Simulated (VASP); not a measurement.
# Al2Au (Fm-3m) in VASP: a series of runs, part 3 of 3

VASP 6.6.1. Earlier steps stand in the parts before.

## 4. Single point, r2SCAN

This run uses another cell than the first one, of 16.92 Å³/atom, 0.959 times its volume.

File POSCAR:

```
Al2Au
1.0
    0.0000000000      2.9387583261      2.9387583261
    2.9387583261      0.0000000000      2.9387583261
    2.9387583261      2.9387583261      0.0000000000
Au Al
1 2
Direct
    0.0000000000      0.0000000000      0.0000000000
    0.7500000000      0.7500000000      0.7500000000
    0.2500000000      0.2500000000      0.2500000000
```

File INCAR.step1:

```
ALGO = Normal ; EDIFF = 1E-4
ENCUT = 520 ; GGA = PE
ISMEAR = -1 ; LASPH = True
LCHARG = False ; LREAL = False
LWAVE = True ; NBANDS = 16
NELM = 60 ; PREC = Accurate
SIGMA = 0.05
```

File INCAR.step2:

```
ALGO = Normal ; EDIFF = 1E-6
ENCUT = 520 ; ISIF = 2
ISMEAR = -1 ; ISTART = 1
LASPH = True ; LCHARG = True
LELF = True ; LMIXTAU = True
LREAL = False ; LVHAR = True
LWAVE = False ; METAGGA = R2SCAN
NBANDS = 16 ; NELM = 60
PREC = Accurate ; SIGMA = 0.05
```

File KPOINTS:

```
k-points
0
Gamma
  8 8 8
```

Potentials or basis: VASP PAW PBE potentials, release 64 (Au, Al).

Started as:

```console
$ cat potpaw_PBE.64/Au/POTCAR potpaw_PBE.64/Al/POTCAR > POTCAR
$ cp INCAR.step1 INCAR
$ mpirun -np 1 vasp_std > vasp.out
$ cp INCAR.step2 INCAR
$ mpirun -np 1 vasp_std > vasp.out
```

OUTCAR:

```text
EDIFF = 1E-6
   ENCUT = 520
   ISIF = 2
   ISMEAR = -1
   ISTART = 1
   LASPH = True
   LREAL = False
   METAGGA = R2SCAN
   NELM = 60
   PREC = Accurate

 ion  position               nearest neighbor table
   1  0.000  0.000  0.000-   2 2.55   2 2.55   2 2.55   3 2.55   3 2.55   3 2.55   3 2.55   2 2.55

   2  0.750  0.750  0.750-   1 2.55   1 2.55   1 2.55   1 2.55   3 2.94   3 2.94   3 2.94   3 2.94
                             3 2.94   3 2.94
   3  0.250  0.250  0.250-   1 2.55   1 2.55   1 2.55   1 2.55   2 2.94   2 2.94   2 2.94   2 2.94
                             2 2.94   2 2.94

  LATTYP: Found a face centered cubic cell.
 ALAT       =     5.8775166522

  Lattice vectors:

 A1 = (   0.0000000000,   2.9387583261,   2.9387583261)
 A2 = (   2.9387583261,   0.0000000000,   2.9387583261)
 A3 = (   2.9387583261,   2.9387583261,   0.0000000000)

Analysis of symmetry for initial positions (statically):
=====================================================================
 Subroutine PRICEL returns:
 Original cell was already a primitive cell.

 Routine SETGRP: Setting up the symmetry group for a
 face centered cubic supercell.

 Subroutine GETGRP returns: Found 48 space group operations
 (whereof 48 operations were pure point group operations)
 out of a pool of 48 trial point group operations.

The static configuration has the point symmetry O_h .

Analysis of symmetry for dynamics (positions and initial velocities):
=====================================================================
 Subroutine PRICEL returns:
 Original cell was already a primitive cell.

 Routine SETGRP: Setting up the symmetry group for a
 face centered cubic supercell.

 Subroutine GETGRP returns: Found 48 space group operations
 (whereof 48 operations were pure point group operations)
 out of a pool of 48 trial point group operations.

The dynamic configuration has the point symmetry O_h .

 Subroutine INISYM returns: Found 48 space group operations
 (whereof 48 operations are pure point group operations),
 and found     1 'primitive' translations

----------------------------------------------------------------------------------------

                                     Primitive cell

  volume of cell :      50.7600

  direct lattice vectors                    reciprocal lattice vectors
     0.000000000  2.938758326  2.938758326    -0.170139884  0.170139884  0.170139884
     2.938758326  0.000000000  2.938758326     0.170139884 -0.170139884  0.170139884
     2.938758326  2.938758326  0.000000000     0.170139884  0.170139884 -0.170139884

  length of vectors
     4.156031881  4.156031881  4.156031881     0.294690923  0.294690923  0.294690923

  position of ions in fractional coordinates (direct lattice)
     0.000000000  0.000000000  0.000000000
     0.750000000  0.750000000  0.750000000
     0.250000000  0.250000000  0.250000000

  ion indices of the primitive-cell ions
   primitive index   ion index
                 1           1
                 2           2
                 3           3

----------------------------------------------------------------------------------------

 KPOINTS: k-points

Automatic generation of k-mesh.
 Grid dimensions read from file:
 generate k-points for:    8    8    8

 Generating k-lattice:

  Cartesian coordinates                     Fractional coordinates (reciprocal lattice)
    -0.021267485  0.021267485  0.021267485     0.125000000  0.000000000  0.000000000
     0.021267485 -0.021267485  0.021267485     0.000000000  0.125000000  0.000000000
     0.021267485  0.021267485 -0.021267485     0.000000000  0.000000000  0.125000000

  Length of vectors
     0.036836365  0.036836365  0.036836365

  Shift w.r.t. Gamma in fractional coordinates (k-lattice)
     0.000000000  0.000000000  0.000000000

 Subroutine IBZKPT returns following result:
 ===========================================

 Found     29 irreducible k-points:

 Following reciprocal coordinates:
            Coordinates               Weight
  0.000000  0.000000  0.000000      1.000000
  0.125000  0.000000  0.000000      8.000000
  0.250000  0.000000  0.000000      8.000000
  0.375000  0.000000  0.000000      8.000000
  0.500000  0.000000  0.000000      4.000000
  0.125000  0.125000  0.000000      6.000000
[... 16 lines left out ...]
  0.500000  0.250000  0.125000     48.000000
 -0.375000  0.250000  0.125000     24.000000
 [... further k-points ...]
   k-points           NKPTS =     29   k-points in BZ     NKDIM =     29   number of bands    NBANDS=     16
   number of dos      NEDOS =    301   number of ions     NIONS =      3
   total plane-waves  NPLWV =  32768
   dimension x,y,z NGX =    32 NGY =   32 NGZ =   32
   dimension x,y,z NGXF=    64 NGYF=   64 NGZF=   64
   ions per type =               1   2
   NGX,Y,Z   is equivalent  to a cutoff of  12.80, 12.80, 12.80 a.u.
   NGXF,Y,Z  is equivalent  to a cutoff of  25.60, 25.60, 25.60 a.u.
 SYSTEM =  unknown system
   PREC   = accura    normal or accurate (medium, high low for compatibility)
   ISTART =      1    job   : 0-new  1-cont  2-samecut
   ICHARG =      0    charge: 1-file 2-atom 10-const
   ISPIN  =      1    spin polarized calculation?
   LNONCOLLINEAR =      F non collinear calculations
   LSORBIT =      F    spin-orbit coupling
   LASPH  =      T    aspherical Exc in radial PAW
   ENCUT  =  520.0 eV  38.22 Ry    6.18 a.u.   7.73  7.73  7.73*2*pi/ulx,y,z
   NELM   =     60;   NELMIN=  2; NELMDL=  0     # of ELM steps
   EDIFF  = 0.1E-05   stopping-criterion for ELM
   LREAL  =      F    real-space projection
   EDIFFG = 0.1E-04   stopping-criterion for IOM
   NSW    =      0    number of steps for IOM
   IBRION =     -1    ionic relax: 0-MD 1-quasi-New 2-CG
   NFREE  =      0    steps in history (QN), initial steepest desc. (CG)
   ISIF   =      2    stress and relaxation
   ISYM   =      2    0-nonsym 1-usesym 2-fastsym
   POTIM  = 0.5000    time-step for ionic-motion
   TEBEG  =    0.0;   TEEND  =   0.0 temperature during run
   PSTRESS=    0.0 pullay stress
   NELECT =      17.0000    total number of electrons
   NUPDOWN=      -1.0000    fix difference up-down
   EMIN   =  10.00;   EMAX   =-10.00  energy-range for DOS
   EFERMI =   0.00;   METHOD = LEGACY
   ISMEAR =    -1;   SIGMA  =   0.05  broadening in eV -4-tet -1-fermi 0-gaus
   EFERMI_NEDOS =   21; number of points for ismear=-14 and -15
   IALGO  =     38    algorithm
   IMIX   =      4    mixing-type and parameters
     AMIX     =   0.40;   BMIX     =  1.00
     AMIX_MAG =   1.60;   BMIX_MAG =  1.00
  volume/ion in A,a.u.               =      16.92       114.18
  Fermi-wavevector in a.u.,A,eV,Ry     =   1.136887  2.148405 17.585691  1.292512
  Thomas-Fermi vector in A             =   2.273592
   LORBIT       =      0    0 simple, 1 ext, 2 COOP (PROOUT), +10 PAW based schemes
   METAGGA = R2SCAN    functional components
   LHFCALC =     F    Hartree Fock is set to
   AEXX    =    0.0000 exact exchange contribution
   IVDW    =     0    specifies the selected vdW correction
   LEPSILON=     F    determine dielectric tensor
   LRPA    =     F    only Hartree local field effects (RPA)
 non-spin polarized calculation
  energy-cutoff  :      520.00
  volume of cell :       50.76
 maximum number of plane-waves:      1384
   NGX = 15   NGY = 15   NGZ = 15

 number of electron      16.9999999 magnetization

 Free energy of the ion-electron system (eV)
  ---------------------------------------------------
  ext. energy  EPLUGINS =         0.00000000
  ---------------------------------------------------
  free energy    TOTEN  =       -65.47158551 eV

  energy without entropy =      -65.46661338  energy(sigma->0) =      -65.46909944

 E-fermi :   8.5034     XC(G=0): -11.5628

 val. band max:        8.3242042861   @ k =   0.3750   0.1250   0.0000
 cond. band min:       8.5438783704   @ k =   0.3750   0.1250   0.0000
 fundamental gap:      0.2196740843
 Fermi energy:         8.5033646565

 k-point     1 :       0.0000    0.0000    0.0000
  band No.  band energies     occupation
      1      -3.1237      2.00000
      2       1.1378      2.00000
      3       1.1378      2.00000
      4       1.1378      2.00000
      5       2.2088      2.00000
      6       2.2088      2.00000
[... 8 lines left out ...]
     15      14.9308      0.00000
     16      14.9308      0.00000
[... 419 lines left out ...]
 k-point    24 :      -0.3750    0.2500    0.1250
  band No.  band energies     occupation
      1      -0.3012      2.00000
      2       0.9423      2.00000
      3       1.5211      2.00000
      4       1.6854      2.00000
      5       2.1501      2.00000
      6       2.4488      2.00000
[... 8 lines left out ...]
     15      17.1872      0.00000
     16      19.6172      0.00000

 [... further k-points ...]
[... 5 lines left out ...]
  --------------------------------------------------------------------------------------
  -------------------------------------------------------------------------------------
  Total        2.7662533      2.7662533      2.7662533     -0.0000000     -0.0000000     -0.0000000
  in kB       87.3134025     87.3134025     87.3134025     -0.0000000     -0.0000000     -0.0000000
  external PRESSURE =      87.3134025 kB  Pullay stress =       0.0000000 kB

 VOLUME and BASIS-vectors are now :
 -----------------------------------------------------------------------------
  energy-cutoff  :      520.00
  volume of cell :       50.76
      direct lattice vectors                 reciprocal lattice vectors
     0.000000000  2.938758326  2.938758326    -0.170139884  0.170139884  0.170139884
     2.938758326  0.000000000  2.938758326     0.170139884 -0.170139884  0.170139884
     2.938758326  2.938758326  0.000000000     0.170139884  0.170139884 -0.170139884

 POSITION                                       TOTAL-FORCE (eV/Angst)
 -----------------------------------------------------------------------------------
      0.00000      0.00000      0.00000         0.000000      0.000000      0.000000
      4.40814      4.40814      4.40814        -0.000000     -0.000000     -0.000000
      1.46938      1.46938      1.46938         0.000000      0.000000      0.000000
 -----------------------------------------------------------------------------------
    total drift:                                0.000000     -0.000000      0.000000

  FREE ENERGIE OF THE ION-ELECTRON SYSTEM (eV)
  ---------------------------------------------------
  free  energy   TOTEN  =       -65.4715855098 eV

  energy  without entropy=      -65.4666133753  energy(sigma->0) =      -65.46909944
```

Run time: 31 s. Hardware: 1 thread of Intel Xeon 6975P-C (Granite Rapids), shared host; peak memory 0.19 GiB.

What came out:

* Free energy: -65.4716 eV
* Pressure: 8.7 GPa

Levels at points of the mesh, in eV from the Fermi level:
| k point | band 7 | band 8 | band 9 | band 10 | band 11 | band 12 |
| --- | --- | --- | --- | --- | --- | --- |
| (0.00, 0.00, 0.00) | 3.01 | 3.01 | 3.01 | 3.34 | 4.44 | 4.44 |
| (0.50, 0.00, 0.00) | -6.04 | 0.25 | 0.25 | 3.89 | 4.27 | 4.27 |
| (0.50, 0.50, 0.00) | -5.58 | -2.46 | -2.46 | 1.92 | 2.37 | 7.99 |

Caveat: the PAW data sets were made with another functional, which shifts forces and pressure a little; spin-orbit coupling is left out, which moves the levels of the heavy elements.

## 5. Overview

```csv
level,potentials or basis,cell,gap on the mesh (eV),pressure (GPa)
LDA,"VASP PAW LDA potentials, release 64 (Au, Al)","a = 4.214 Å, angles 60.0°, 3 atoms",none,-0.1
LDA,"VASP PAW LDA potentials, release 64 (Au, Al)","a = 4.243 Å, angles 60.0°, 3 atoms",none,-2.4
r2SCAN,"VASP PAW PBE potentials, release 64 (Au, Al)","a = 4.156 Å, angles 60.0°, 3 atoms",none,8.7
```

Alike in all rows: task single point; no spin polarisation; k mesh 8 × 8 × 8; cutoff (eV) 520; smearing fermi-dirac 0.05 eV.

Caveats: spin-orbit coupling is left out, which moves the levels of the heavy elements; the PAW data sets were made with another functional, which shifts forces and pressure a little (some runs).

Absolute energies hang on the potentials; compare differences alone.
